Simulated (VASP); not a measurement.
# ScAl (Cmcm) in VASP: notebook

ScAl is run at these levels: PBEsol; tasks: single point.

Everything below comes from runs of VASP 6.6.1. Logs are shortened: lines on timing, memory, paths and dates and some standing lists are left out, and cuts for length are marked.

### Step 1. The cell of the first run

Symmetry: Cmcm, No. 63, orthorhombic system. The conventional cell has a = 3.291 Å, b = 10.356 Å, c = 4.337 Å, α = 90.00°, β = 90.00°, γ = 90.00°. Sc (site symmetry m2m) has 7 Al at 2.77 to 2.91 Å and 6 Sc at 3.27 to 3.29 Å within 3.7 Å. Within 3.4 Å of Al (site symmetry m2m) lie 4 Al at 2.60 to 3.29 Å and 7 Sc at 2.77 to 2.91 Å.

### Step 2. Single point, PBEsol (strain -0.0600 x Voigt [0, 1, 0, 0, 0, 0])

The input, INCAR:

```
SYSTEM = ScAl
PREC     = Accurate       ! precision mode
ENCUT    = 520            ! plane-wave cutoff, eV
EDIFF    = 1E-6           ! SCF threshold, eV
ISMEAR   = 0              ! smearing method
SIGMA    = 0.15           ! smearing width, eV
LREAL    = .FALSE.        ! projectors in reciprocal space
LASPH    = .TRUE.         ! aspherical terms in the spheres
NELM     = 100            ! most SCF steps
ALGO     = Fast           ! electronic algorithm
ISIF     = 2              ! what is computed and relaxed
LWAVE    = .FALSE.        ! write WAVECAR
LCHARG   = .FALSE.        ! write CHGCAR
GGA      = PS             ! functional
NBANDS   = 22             ! bands
```

The input, KPOINTS:

```
Automatic mesh
0
G
  16 16 12
  0 0 0
```

The input, POSCAR:

```
ScAl
1.0
    1.6453573193     -5.1781165208      0.0000000000
    1.6453573193      5.1781165208      0.0000000000
    0.0000000000      0.0000000000      4.3368114847
Sc Al
2 2
Direct
    0.8372590791      0.1627409209      0.2500000000
    0.1627409209      0.8372590791      0.7500000000
    0.5696044066      0.4303955934      0.2500000000
    0.4303955934      0.5696044066      0.7500000000
```

Potentials or basis: VASP PAW PBE potentials, release 64 (Sc_sv, Al).

Launch:

```console
$ cat potpaw_PBE.64/Sc_sv/POTCAR potpaw_PBE.64/Al/POTCAR > POTCAR
$ mpirun -np 1 vasp_std > vasp.out
```

OUTCAR:

```text
SYSTEM = ScAl
   PREC = Accurate
   ENCUT = 520
   EDIFF = 1E-6
   ISMEAR = 0
   LREAL = .FALSE.
   LASPH = .TRUE.
   NELM = 100
   ISIF = 2
   GGA = PS

 ion  position               nearest neighbor table
   1  0.837  0.163  0.250-   3 2.77   4 2.89   4 2.89   4 2.89   4 2.89   3 2.91   3 2.91   2 3.27
                             2 3.27   2 3.27   2 3.27
   2  0.163  0.837  0.750-   4 2.77   3 2.89   3 2.89   3 2.89   3 2.89   4 2.91   4 2.91   1 3.27
                             1 3.27   1 3.27   1 3.27
   3  0.570  0.430  0.250-   4 2.60   4 2.60   1 2.77   2 2.89   2 2.89   2 2.89   2 2.89   1 2.91
                             1 2.91
   4  0.430  0.570  0.750-   3 2.60   3 2.60   2 2.77   1 2.89   1 2.89   1 2.89   1 2.89   2 2.91
                             2 2.91

  LATTYP: Found a base centered orthorhombic cell.
 ALAT       =     3.2907146386
 B/A-ratio  =     3.1471075979
 C/A-ratio  =     1.3178935158

  Lattice vectors:

 A1 = (   1.6453573193,  -5.1781165208,   0.0000000000)
 A2 = (   1.6453573193,   5.1781165208,   0.0000000000)
 A3 = (   0.0000000000,   0.0000000000,   4.3368114847)

Analysis of symmetry for initial positions (statically):
=====================================================================
 Subroutine PRICEL returns:
 Original cell was already a primitive cell.

 Routine SETGRP: Setting up the symmetry group for a
 base centered orthorhombic supercell.

 Subroutine GETGRP returns: Found  8 space group operations
 (whereof  4 operations were pure point group operations)
 out of a pool of  8 trial point group operations.

The static configuration has the point symmetry C_2h.
 The point group associated with its full space group is D_2h.

Analysis of symmetry for dynamics (positions and initial velocities):
=====================================================================
 Subroutine PRICEL returns:
 Original cell was already a primitive cell.

 Routine SETGRP: Setting up the symmetry group for a
 base centered orthorhombic supercell.

 Subroutine GETGRP returns: Found  8 space group operations
 (whereof  4 operations were pure point group operations)
 out of a pool of  8 trial point group operations.

The dynamic configuration has the point symmetry C_2h.
 The point group associated with its full space group is D_2h.

 Subroutine INISYM returns: Found  8 space group operations
 (whereof  4 operations are pure point group operations),
 and found     1 'primitive' translations

----------------------------------------------------------------------------------------

                                     Primitive cell

  volume of cell :      73.8980

  direct lattice vectors                    reciprocal lattice vectors
     1.645357319 -5.178116521  0.000000000     0.303885359 -0.096560206  0.000000000
     1.645357319  5.178116521  0.000000000     0.303885359  0.096560206  0.000000000
     0.000000000  0.000000000  4.336811485     0.000000000  0.000000000  0.230584152

  length of vectors
     5.433239495  5.433239495  4.336811485     0.318857625  0.318857625  0.230584152

  position of ions in fractional coordinates (direct lattice)
     0.837259079  0.162740921  0.250000000
     0.162740921  0.837259079  0.750000000
     0.569604407  0.430395593  0.250000000
     0.430395593  0.569604407  0.750000000

  ion indices of the primitive-cell ions
   primitive index   ion index
                 1           1
                 2           2
                 3           3
                 4           4

----------------------------------------------------------------------------------------

 KPOINTS: Automatic mesh

Automatic generation of k-mesh.
 Grid dimensions read from file:
 generate k-points for:   16   16   12

 Generating k-lattice:

  Cartesian coordinates                     Fractional coordinates (reciprocal lattice)
     0.018992835 -0.006035013  0.000000000     0.062500000  0.000000000  0.000000000
     0.018992835  0.006035013  0.000000000     0.000000000  0.062500000  0.000000000
     0.000000000  0.000000000  0.019215346     0.000000000  0.000000000  0.083333333

  Length of vectors
     0.019928602  0.019928602  0.019215346

  Shift w.r.t. Gamma in fractional coordinates (k-lattice)
     0.000000000  0.000000000  0.000000000

 Subroutine IBZKPT returns following result:
 ===========================================

 Found    511 irreducible k-points:

 Following reciprocal coordinates:
            Coordinates               Weight
  0.000000  0.000000  0.000000      1.000000
  0.062500  0.000000  0.000000      4.000000
  0.125000  0.000000  0.000000      4.000000
  0.187500 -0.000000  0.000000      4.000000
  0.250000  0.000000  0.000000      4.000000
  0.312500  0.000000  0.000000      4.000000
[... 16 lines left out ...]
 -0.125000  0.062500  0.000000      4.000000
 -0.062500  0.062500  0.000000      2.000000
 [... further k-points ...]
   k-points           NKPTS =    511   k-points in BZ     NKDIM =    511   number of bands    NBANDS=     22
   number of dos      NEDOS =    301   number of ions     NIONS =      4
   total plane-waves  NPLWV =  51200
   dimension x,y,z NGX =    40 NGY =   40 NGZ =   32
   dimension x,y,z NGXF=    80 NGYF=   80 NGZF=   64
   ions per type =               2   2
   NGX,Y,Z   is equivalent  to a cutoff of  12.24, 12.24, 12.27 a.u.
   NGXF,Y,Z  is equivalent  to a cutoff of  24.48, 24.48, 24.53 a.u.
 SYSTEM =  ScAl
   PREC   = accura    normal or accurate (medium, high low for compatibility)
   ISTART =      0    job   : 0-new  1-cont  2-samecut
   ICHARG =      2    charge: 1-file 2-atom 10-const
   ISPIN  =      1    spin polarized calculation?
   LNONCOLLINEAR =      F non collinear calculations
   LSORBIT =      F    spin-orbit coupling
   LASPH  =      T    aspherical Exc in radial PAW
   ENCUT  =  520.0 eV  38.22 Ry    6.18 a.u.  10.10 10.10  8.06*2*pi/ulx,y,z
   NELM   =    100;   NELMIN=  2; NELMDL= -5     # of ELM steps
   EDIFF  = 0.1E-05   stopping-criterion for ELM
   LREAL  =      F    real-space projection
   EDIFFG = 0.1E-04   stopping-criterion for IOM
   NSW    =      0    number of steps for IOM
   IBRION =     -1    ionic relax: 0-MD 1-quasi-New 2-CG
   NFREE  =      0    steps in history (QN), initial steepest desc. (CG)
   ISIF   =      2    stress and relaxation
   ISYM   =      2    0-nonsym 1-usesym 2-fastsym
   POTIM  = 0.5000    time-step for ionic-motion
   TEBEG  =    0.0;   TEEND  =   0.0 temperature during run
   PSTRESS=    0.0 pullay stress
   NELECT =      28.0000    total number of electrons
   NUPDOWN=      -1.0000    fix difference up-down
   EMIN   =  10.00;   EMAX   =-10.00  energy-range for DOS
   EFERMI =   0.00;   METHOD = LEGACY
   ISMEAR =     0;   SIGMA  =   0.15  broadening in eV -4-tet -1-fermi 0-gaus
   EFERMI_NEDOS =   21; number of points for ismear=-14 and -15
   IALGO  =     68    algorithm
   IMIX   =      4    mixing-type and parameters
     AMIX     =   0.40;   BMIX     =  1.00
     AMIX_MAG =   1.60;   BMIX_MAG =  1.00
  volume/ion in A,a.u.               =      18.47       124.67
  Fermi-wavevector in a.u.,A,eV,Ry     =   1.184632  2.238629 19.093763  1.403352
  Thomas-Fermi vector in A             =   2.320842
   LORBIT       =      0    0 simple, 1 ext, 2 COOP (PROOUT), +10 PAW based schemes
   GGA     = PS    functional components
   LHFCALC =     F    Hartree Fock is set to
   AEXX    =    0.0000 exact exchange contribution
   IVDW    =     0    specifies the selected vdW correction
   LEPSILON=     F    determine dielectric tensor
   LRPA    =     F    only Hartree local field effects (RPA)
 non-spin polarized calculation
 RMM-DIIS sequential band-by-band and
 Gauss-broadening in eV      SIGMA  =   0.15
  energy-cutoff  :      520.00
  volume of cell :       73.90
 maximum number of plane-waves:      2016
   NGX = 21   NGY = 21   NGZ = 17

 number of electron      27.9999998 magnetization

 Free energy of the ion-electron system (eV)
  ---------------------------------------------------
  ext. energy  EPLUGINS =         0.00000000
  ---------------------------------------------------
  free energy    TOTEN  =       -22.85779197 eV

  energy without entropy =      -22.80346942  energy(sigma->0) =      -22.83063070

 E-fermi :   5.8255     XC(G=0): -10.5302

 val. band max:        5.8252556427   @ k =  -0.2500   0.2500   0.5000
 cond. band min:       5.8255703863   @ k =   0.3125   0.2500   0.3333
 fundamental gap:      0.0003147437
 Fermi energy:         5.8255364099

 k-point     1 :       0.0000    0.0000    0.0000
  band No.  band energies     occupation
      1     -42.9880      2.00000
      2     -42.9446      2.00000
      3     -21.8421      2.00000
      4     -21.8225      2.00000
      5     -21.6997      2.00000
      6     -21.6668      2.00000
[... 14 lines left out ...]
     21       9.0347      0.00000
     22       9.1359      0.00000

 k-point     2 :       0.0625    0.0000    0.0000
  band No.  band energies     occupation
      1     -42.9869      2.00000
      2     -42.9443      2.00000
      3     -21.8395      2.00000
      4     -21.8209      2.00000
      5     -21.7025      2.00000
      6     -21.6675      2.00000
[... 14 lines left out ...]
     21       9.1219      0.00000
     22       9.1587      0.00000

 k-point     3 :       0.1250    0.0000    0.0000
  band No.  band energies     occupation
      1     -42.9836      2.00000
      2     -42.9435      2.00000
      3     -21.8319      2.00000
      4     -21.8167      2.00000
      5     -21.7123      2.00000
      6     -21.6699      2.00000
[... 14 lines left out ...]
     21       9.2597      0.00000
     22       9.4718      0.00000
[... 476 lines left out ...]
 k-point    23 :      -0.1250    0.0625    0.0000
  band No.  band energies     occupation
      1     -42.9868      2.00000
      2     -42.9444      2.00000
      3     -21.8389      2.00000
      4     -21.8196      2.00000
      5     -21.7042      2.00000
      6     -21.6681      2.00000
[... 14 lines left out ...]
     21       9.1813      0.00000
     22       9.2416      0.00000

 k-point    24 :      -0.0625    0.0625    0.0000
  band No.  band energies     occupation
      1     -42.9880      2.00000
      2     -42.9447      2.00000
      3     -21.8418      2.00000
      4     -21.8218      2.00000
      5     -21.7005      2.00000
      6     -21.6671      2.00000
[... 14 lines left out ...]
     21       9.0466      0.00000
     22       9.1786      0.00000

 [... further k-points ...]

------------------------ aborting loop because EDIFF is reached ----------------------------------------

  FORCE on cell =-STRESS in cart. coord.  units (eV):
  Direction    XX          YY          ZZ          XY          YZ          ZX
  --------------------------------------------------------------------------------------
  -------------------------------------------------------------------------------------
  Total        1.2853149      6.3954337      1.1619054      0.0000000      0.0000000      0.0000000
  in kB       27.8668289    138.6589784     25.1911937      0.0000000      0.0000000      0.0000000
  external PRESSURE =      63.9056670 kB  Pullay stress =       0.0000000 kB

 VOLUME and BASIS-vectors are now :
 -----------------------------------------------------------------------------
  energy-cutoff  :      520.00
  volume of cell :       73.90
      direct lattice vectors                 reciprocal lattice vectors
     1.645357319 -5.178116521  0.000000000     0.303885359 -0.096560206  0.000000000
     1.645357319  5.178116521  0.000000000     0.303885359  0.096560206  0.000000000
     0.000000000  0.000000000  4.336811485     0.000000000  0.000000000  0.230584152

 POSITION                                       TOTAL-FORCE (eV/Angst)
 -----------------------------------------------------------------------------------
      1.64536     -3.49273      1.08420         0.000000     -0.239774      0.000000
      1.64536      3.49273      3.25261         0.000000      0.239774     -0.000000
      1.64536     -0.72084      1.08420         0.000000     -0.024268     -0.000000
      1.64536      0.72084      3.25261         0.000000      0.024268     -0.000000
 -----------------------------------------------------------------------------------
    total drift:                               -0.000000     -0.000000      0.000000

  FREE ENERGIE OF THE ION-ELECTRON SYSTEM (eV)
  ---------------------------------------------------
  free  energy   TOTEN  =       -22.8577919743 eV

  energy  without entropy=      -22.8034694188  energy(sigma->0) =      -22.83063070
```

Run time: 24 min. Hardware: 1 thread of Intel Xeon Platinum 8259CL at 2.50GHz (Skylake/Cascade Lake), shared host; peak memory 0.78 GiB.

Results:

* Free energy: -22.8578 eV
* Pressure: 6.4 GPa
* Largest force: 0.240 eV/Å
* Band gap on the k mesh: zero (bands 14 and 15 overlap by 1.54 eV)

Forces in eV/Å, atoms in the order of the input:
```
Sc   0.000 -0.240  0.000
Sc   0.000  0.240  0.000
Al   0.000 -0.024  0.000
Al   0.000  0.024  0.000
```

Stress tensor (GPa, compression positive):
```
 2.79  0.00  0.00
 0.00 13.87  0.00
 0.00  0.00  2.52
```

Caveat: the cell differs from its parent crystal (strain -0.0600 x Voigt [0, 1, 0, 0, 0, 0]); the stress differs along the axes, from 3 to 14 GPa; the PAW data sets were made with another functional, which shifts forces and pressure a little.

### Step 3. Single point, PBEsol (strain -0.0300 x Voigt [0, 1, 0, 0, 0, 0])

The input, INCAR:

```
ALGO = Fast
EDIFF = 1E-7
ENCUT = 520
GGA = PS
ISIF = 2
ISMEAR = 0
LASPH = True
LCHARG = True
LELF = True
LREAL = False
LVHAR = True
LWAVE = False
NBANDS = 22
NELM = 100
PREC = Accurate
SIGMA = 0.15
```

The input, KPOINTS:

```
k-points
0
Gamma
  16 16 12
```

Changes to POSCAR since step 2:

```diff
@@ -2,4 +2,4 @@
 1.0
-    1.6453573193     -5.1781165208      0.0000000000
-    1.6453573193      5.1781165208      0.0000000000
+    1.6453573193     -5.3433755587      0.0000000000
+    1.6453573193      5.3433755587      0.0000000000
     0.0000000000      0.0000000000      4.3368114847
```

Potentials or basis: VASP PAW PBE potentials, release 64 (Sc_sv, Al).

Launch:

```console
$ cat potpaw_PBE.64/Sc_sv/POTCAR potpaw_PBE.64/Al/POTCAR > POTCAR
$ mpirun -np 1 vasp_std > vasp.out
```

It took 40 min on 1 thread of Intel Xeon Platinum 8259CL at 2.50GHz (Skylake/Cascade Lake), shared host; peak memory 0.81 GiB.

Results (log left out):

* Free energy: -23.0052 eV
* Pressure: 2.9 GPa
* Largest force: 0.104 eV/Å
* Band gap on the k mesh: zero (bands 14 and 15 overlap by 1.49 eV)

Forces on the atoms (eV/Å):
```
Sc   0.000 -0.104  0.000
Sc   0.000  0.104  0.000
Al   0.000 -0.021  0.000
Al   0.000  0.021  0.000
```

Stress tensor (GPa, compression positive):
```
1.35 0.00 0.00
0.00 6.26 0.00
0.00 0.00 1.23
```

Levels at points of the mesh, in eV from the Fermi level:
```csv
k point,band 10,band 11,band 12,band 13,band 14,band 15,band 16,band 17,band 18,band 19
"(0.00, 0.00, 0.00)",-4.10,-2.29,-1.48,-1.12,0.73,1.00,1.73,1.88,2.27,2.29
"(0.50, 0.00, 0.00)",-3.94,-2.02,-1.80,-1.26,-0.27,0.02,0.13,1.33,1.62,2.43
"(0.50, 0.50, 0.00)",-5.66,-1.72,-1.51,-0.45,-0.38,1.02,1.96,2.09,2.15,2.77
"(0.00, 0.00, 0.50)",-6.45,-1.71,-1.71,-1.05,-1.05,1.47,1.47,1.85,1.85,2.67
"(0.50, 0.00, 0.50)",-4.40,-2.19,-2.19,-1.45,-1.45,-0.01,-0.01,2.30,2.30,2.99
"(0.50, 0.50, 0.50)",-5.99,-3.48,-3.48,0.44,0.44,1.62,1.62,1.88,1.88,2.40
```

Caveat: the cell differs from its parent crystal (strain -0.0300 x Voigt [0, 1, 0, 0, 0, 0]); the stress differs along the axes, from 1 to 6 GPa; the PAW data sets were made with another functional, which shifts forces and pressure a little.
